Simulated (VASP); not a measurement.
# Li (R-3m) in VASP: a series of runs

The runs below take Li through electric field gradients, density of states, with PBE.

All numbers are computed with VASP 6.6.1; they aren't measurements. Logs are shortened: lines on timing, memory, paths and dates and some standing lists are left out, and cuts for length are marked.

## 1. The cell of the first run

The structure is trigonal, space group R-3m (No. 166). Conventional cell: a = 3.101 Å, b = 3.101 Å, c = 22.765 Å, α = 90.00°, β = 90.00°, γ = 120.00°. Within 4.1 Å of Li (site symmetry -3m) lie 12 Li at 3.10 Å. Li (site symmetry 3m) has 12 Li at 3.09 to 3.10 Å within 4.1 Å.

## 2. Electric field gradients, PBE

INCAR

```
PREC     = Accurate       # precision mode
ENCUT    = 520            # plane-wave cutoff, eV
EDIFF    = 1E-8           # SCF threshold, eV
ISMEAR   = -1             # smearing method
SIGMA    = 0.08           # smearing width, eV
LREAL    = F              # projectors in reciprocal space
LASPH    = T              # aspherical terms in the spheres
NELM     = 100            # most SCF steps
ALGO     = Normal         # electronic algorithm
ISIF     = 2              # what is computed and relaxed
LWAVE    = F              # write WAVECAR
LCHARG   = F              # write CHGCAR
GGA      = PE             # functional
LEFG     = T            
NBANDS   = 12             # bands
```

KPOINTS

```
regular mesh
0
Gamma
  12 12 12
```

POSCAR

```
Li
1.0
    1.5504989657      0.8951809952      7.5883000000
   -1.5504989657      0.8951809952      7.5883000000
    0.0000000000     -1.7903619905      7.5883000000
Li
3
Direct
    0.0000000000      0.0000000000      0.0000000000
    0.2220000000      0.2220000000      0.2220000000
    0.7780000000      0.7780000000      0.7780000000
```

Potentials or basis: VASP PAW PBE potentials, release 64 (Li_sv).

Command:

```console
$ cat potpaw_PBE.64/Li_sv/POTCAR > POTCAR
$ mpirun -np 1 vasp_std > vasp.out
```

OUTCAR:

```text
PREC = Accurate
   ENCUT = 520
   EDIFF = 1E-8
   ISMEAR = -1
   LREAL = F
   LASPH = T
   NELM = 100
   ISIF = 2
   GGA = PE

 ion  position               nearest neighbor table
   1  0.000  0.000  0.000-
   2  0.222  0.222  0.222-
   3  0.778  0.778  0.778-

  LATTYP: Found a trigonal (rhomboedric) cell.
 ALAT       =     7.7966462628
 COS(alpha) =     0.9209034946

  Lattice vectors:

 A1 = (   1.5504989657,   0.8951809952,   7.5883000000)
 A2 = (  -1.5504989657,   0.8951809952,   7.5883000000)
 A3 = (   0.0000000000,  -1.7903619905,   7.5883000000)

Analysis of symmetry for initial positions (statically):
=====================================================================
 Subroutine PRICEL returns:
 Original cell was already a primitive cell.

 Routine SETGRP: Setting up the symmetry group for a
 trigonal (rhombohedral) supercell.

 Subroutine GETGRP returns: Found 12 space group operations
 (whereof 12 operations were pure point group operations)
 out of a pool of 12 trial point group operations.

The static configuration has the point symmetry D_3d.

Analysis of symmetry for dynamics (positions and initial velocities):
=====================================================================
 Subroutine PRICEL returns:
 Original cell was already a primitive cell.

 Routine SETGRP: Setting up the symmetry group for a
 trigonal (rhombohedral) supercell.

 Subroutine GETGRP returns: Found 12 space group operations
 (whereof 12 operations were pure point group operations)
 out of a pool of 12 trial point group operations.

The dynamic configuration has the point symmetry D_3d.

 Subroutine INISYM returns: Found 12 space group operations
 (whereof 12 operations are pure point group operations),
 and found     1 'primitive' translations

----------------------------------------------------------------------------------------

                                     Primitive cell

  volume of cell :      63.1943

  direct lattice vectors                    reciprocal lattice vectors
     1.550498966  0.895180995  7.588300000     0.322476836  0.186182088  0.043927274
    -1.550498966  0.895180995  7.588300000    -0.322476836  0.186182088  0.043927274
     0.000000000 -1.790361990  7.588300000     0.000000000 -0.372364176  0.043927274

  length of vectors
     7.796646263  7.796646263  7.796646263     0.374946242  0.374946242  0.374946242

  position of ions in fractional coordinates (direct lattice)
     0.000000000  0.000000000  0.000000000
     0.222000000  0.222000000  0.222000000
     0.778000000  0.778000000  0.778000000

  ion indices of the primitive-cell ions
   primitive index   ion index
                 1           1
                 2           2
                 3           3

----------------------------------------------------------------------------------------

 KPOINTS: regular mesh

Automatic generation of k-mesh.
 Grid dimensions read from file:
 generate k-points for:   12   12   12

 Generating k-lattice:

  Cartesian coordinates                     Fractional coordinates (reciprocal lattice)
     0.026873070  0.015515174  0.003660606     0.083333333  0.000000000  0.000000000
    -0.026873070  0.015515174  0.003660606     0.000000000  0.083333333  0.000000000
     0.000000000 -0.031030348  0.003660606    -0.000000000 -0.000000000  0.083333333

  Length of vectors
     0.031245520  0.031245520  0.031245520

  Shift w.r.t. Gamma in fractional coordinates (k-lattice)
     0.000000000  0.000000000  0.000000000

 Subroutine IBZKPT returns following result:
 ===========================================

 Found    189 irreducible k-points:

 Following reciprocal coordinates:
            Coordinates               Weight
  0.000000  0.000000  0.000000      1.000000
  0.083333  0.000000  0.000000      6.000000
  0.166667  0.000000  0.000000      6.000000
  0.250000 -0.000000  0.000000      6.000000
  0.333333  0.000000  0.000000      6.000000
  0.416667  0.000000  0.000000      6.000000
[... 16 lines left out ...]
  0.500000  0.166667  0.000000     12.000000
 -0.416667  0.166667  0.000000     12.000000
 [... further k-points ...]
   k-points           NKPTS =    189   k-points in BZ     NKDIM =    189   number of bands    NBANDS=     12
   number of dos      NEDOS =    301   number of ions     NIONS =      3
   total plane-waves  NPLWV = 216000
   dimension x,y,z NGX =    60 NGY =   60 NGZ =   60
   dimension x,y,z NGXF=   120 NGYF=  120 NGZF=  120
   ions per type =               3
   NGX,Y,Z   is equivalent  to a cutoff of  12.79, 12.79, 12.79 a.u.
   NGXF,Y,Z  is equivalent  to a cutoff of  25.59, 25.59, 25.59 a.u.
 SYSTEM =  unknown system
   PREC   = accura    normal or accurate (medium, high low for compatibility)
   ISTART =      0    job   : 0-new  1-cont  2-samecut
   ICHARG =      2    charge: 1-file 2-atom 10-const
   ISPIN  =      1    spin polarized calculation?
   LNONCOLLINEAR =      F non collinear calculations
   LSORBIT =      F    spin-orbit coupling
   LASPH  =      T    aspherical Exc in radial PAW
   ENCUT  =  520.0 eV  38.22 Ry    6.18 a.u.  14.50 14.50 14.50*2*pi/ulx,y,z
   NELM   =    100;   NELMIN=  2; NELMDL= -5     # of ELM steps
   EDIFF  = 0.1E-07   stopping-criterion for ELM
   LREAL  =      F    real-space projection
   EDIFFG = 0.1E-06   stopping-criterion for IOM
   NSW    =      0    number of steps for IOM
   IBRION =     -1    ionic relax: 0-MD 1-quasi-New 2-CG
   NFREE  =      0    steps in history (QN), initial steepest desc. (CG)
   ISIF   =      2    stress and relaxation
   ISYM   =      2    0-nonsym 1-usesym 2-fastsym
   POTIM  = 0.5000    time-step for ionic-motion
   TEBEG  =    0.0;   TEEND  =   0.0 temperature during run
   PSTRESS=    0.0 pullay stress
   NELECT =       9.0000    total number of electrons
   NUPDOWN=      -1.0000    fix difference up-down
   EMIN   =  10.00;   EMAX   =-10.00  energy-range for DOS
   EFERMI =   0.00;   METHOD = LEGACY
   ISMEAR =    -1;   SIGMA  =   0.08  broadening in eV -4-tet -1-fermi 0-gaus
   EFERMI_NEDOS =   21; number of points for ismear=-14 and -15
   IALGO  =     38    algorithm
   IMIX   =      4    mixing-type and parameters
     AMIX     =   0.40;   BMIX     =  1.00
     AMIX_MAG =   1.60;   BMIX_MAG =  1.00
  volume/ion in A,a.u.               =      21.06       142.15
  Fermi-wavevector in a.u.,A,eV,Ry     =   0.854928  1.615580  9.944528  0.730902
  Thomas-Fermi vector in A             =   1.971600
   LORBIT       =      0    0 simple, 1 ext, 2 COOP (PROOUT), +10 PAW based schemes
   GGA     = PE    functional components
[... 5 lines left out ...]
 non-spin polarized calculation
  energy-cutoff  :      520.00
  volume of cell :       63.19
 maximum number of plane-waves:      1721
 NGX is ok and might be reduce to    60
   NGX = 29   NGY = 29   NGZ = 29

 number of electron       9.0000011 magnetization

 Free energy of the ion-electron system (eV)
  ---------------------------------------------------
  ext. energy  EPLUGINS =         0.00000000
  ---------------------------------------------------
  free energy    TOTEN  =        -5.73326726 eV

  energy without entropy =       -5.70364022  energy(sigma->0) =       -5.71845374

 E-fermi :   0.4979     XC(G=0):  -6.9513

 val. band max:        0.4822630790   @ k =  -0.1667   0.1667   0.1667
 cond. band min:       0.5046209130   @ k =  -0.3333   0.1667   0.1667
 fundamental gap:      0.0223578339
 Fermi energy:         0.4979282243

 k-point     1 :       0.0000    0.0000    0.0000
  band No.  band energies     occupation
      1     -46.0769      2.00000
      2     -46.0650      2.00000
      3     -46.0603      2.00000
      4      -2.9907      2.00000
      5      -1.0560      2.00000
      6      -1.0553      2.00000
      7       6.0441      0.00000
      8       6.0702      0.00000
      9      12.9805      0.00000
     10      12.9805      0.00000
     11      13.1162      0.00000
     12      13.1162      0.00000
[... 331 lines left out ...]
 k-point    24 :      -0.4167    0.1667    0.0000
  band No.  band energies     occupation
      1     -46.0632      2.00000
      2     -46.0543      2.00000
      3     -46.0526      2.00000
      4       0.8859      0.01555
      5       1.6570      0.00000
      6       1.9514      0.00000
      7       4.0757      0.00000
      8       4.3112      0.00000
      9       4.9151      0.00000
     10       6.7493      0.00000
     11       7.2815      0.00000
     12       8.9148      0.00000

 [... further k-points ...]
[... 5 lines left out ...]
  --------------------------------------------------------------------------------------
  -------------------------------------------------------------------------------------
  Total       -0.2060770     -0.2060770     -0.2762619      0.0000000      0.0000000      0.0000000
  in kB       -5.2247090     -5.2247090     -7.0041179      0.0000000      0.0000000      0.0000000
  external PRESSURE =      -5.8178453 kB  Pullay stress =       0.0000000 kB

 VOLUME and BASIS-vectors are now :
 -----------------------------------------------------------------------------
  energy-cutoff  :      520.00
  volume of cell :       63.19
      direct lattice vectors                 reciprocal lattice vectors
     1.550498966  0.895180995  7.588300000     0.322476836  0.186182088  0.043927274
    -1.550498966  0.895180995  7.588300000    -0.322476836  0.186182088  0.043927274
     0.000000000 -1.790361990  7.588300000     0.000000000 -0.372364176  0.043927274

 POSITION                                       TOTAL-FORCE (eV/Angst)
 -----------------------------------------------------------------------------------
      0.00000      0.00000      0.00000         0.000000      0.000000     -0.000000
      0.00000     -0.00000      5.05381        -0.000000     -0.000000      0.009362
      0.00000     -0.00000     17.71109        -0.000000      0.000000     -0.009362
 -----------------------------------------------------------------------------------
    total drift:                               -0.000000     -0.000000      0.000000

  FREE ENERGIE OF THE ION-ELECTRON SYSTEM (eV)
  ---------------------------------------------------
  free  energy   TOTEN  =        -5.7332672552 eV

  energy  without entropy=       -5.7036402183  energy(sigma->0) =       -5.71845374

 Electric field gradients (V/A^2)
---------------------------------------------------------------------
 ion       V_xx      V_yy      V_zz      V_xy      V_xz      V_yz
---------------------------------------------------------------------
   1      -0.026    -0.026     0.051    -0.000    -0.000     0.000
   2      -0.032    -0.032     0.063     0.000    -0.000     0.000
   3      -0.032    -0.032     0.063     0.000    -0.000     0.000
---------------------------------------------------------------------

 Electric field gradients after diagonalization (V/A^2)
 (convention: |V_zz| > |V_xx| > |V_yy|)
----------------------------------------------------------------------
 ion       V_xx      V_yy      V_zz     asymmetry (V_yy - V_xx)/ V_zz
----------------------------------------------------------------------
   1      -0.026    -0.026     0.051       0.000
   2      -0.032    -0.032     0.063       0.000
   3      -0.032    -0.032     0.063       0.000
----------------------------------------------------------------------

           NMR quadrupolar parameters

 Cq : quadrupolar parameter    Cq=e*Q*V_zz/h
 eta: asymmetry parameters     (V_yy - V_xx)/ V_zz
 Q  : nuclear electric quadrupole moment in mb (millibarn)
----------------------------------------------------------------------
 ion       Cq(MHz)       eta       Q (mb)
----------------------------------------------------------------------
   1       0.000       0.000       1.000
   2       0.000       0.000       1.000
   3       0.000       0.000       1.000
----------------------------------------------------------------------
```

Run time: 9.8 min. Hardware: 1 thread of Intel Xeon 6975P-C, shared host; peak memory 0.51 GiB.

Results:

```yaml
Free_energy: -5.7333 eV
Largest_force: 0.009 eV/Å
```

Forces on the atoms (eV/Å):
```
Li   0.000  0.000  0.000
Li   0.000  0.000  0.009
Li   0.000  0.000 -0.009
```

Caveat: the cutoff is under 1.25 times the usual one of these potentials, so pressure, stress and relaxed cells hold a basis-set (Pulay) error; without QUAD_EFG the Cq values of the log hold for a quadrupole moment of 1 mb, not for the nuclei.

[end of part 1 of 2]
